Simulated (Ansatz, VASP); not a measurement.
## Ag in VASP and in Ansatz

```xyz
1
Lattice="0.0000 2.0522 2.0522 2.0522 0.0000 2.0522 2.0522 2.0522 0.0000" Properties=species:S:1:pos:R:3 pbc="T T T"
Ag    0.0000    0.0000    0.0000
```

Alike in both runs: functional r2SCAN; k mesh 18 × 18 × 18; occupations gaussian, width 0.1 eV; no spin polarisation.

Ansatz relaxed the structure, and its values are those at the end. VASP's run is a single point on that final structure, the one shown.

```csv
,VASP,Ansatz
version,VASP 6.6.1,Ansatz 0.2.0
potentials or method,"VASP PAW PBE potentials, release 64 (Ag), cutoff 520 eV","scalar-relativistic, plane waves, PAW"
valence electrons in the cell,11,19
```

|  | VASP | Ansatz | Ansatz less VASP |
| --- | --- | --- | --- |
| gap on the k mesh at the Fermi level (eV) | none | none | - |
| pressure (GPa) | 0.1 | 0.0 | -0.13 |

VASP's potentials were made for PBE, not for r2SCAN. A gap of «none» marks a metal or a gap that the smearing closes. VASP's potentials hold 11 valence electrons a cell and Ansatz's 19, so a difference there can come from the potentials and not from the codes.
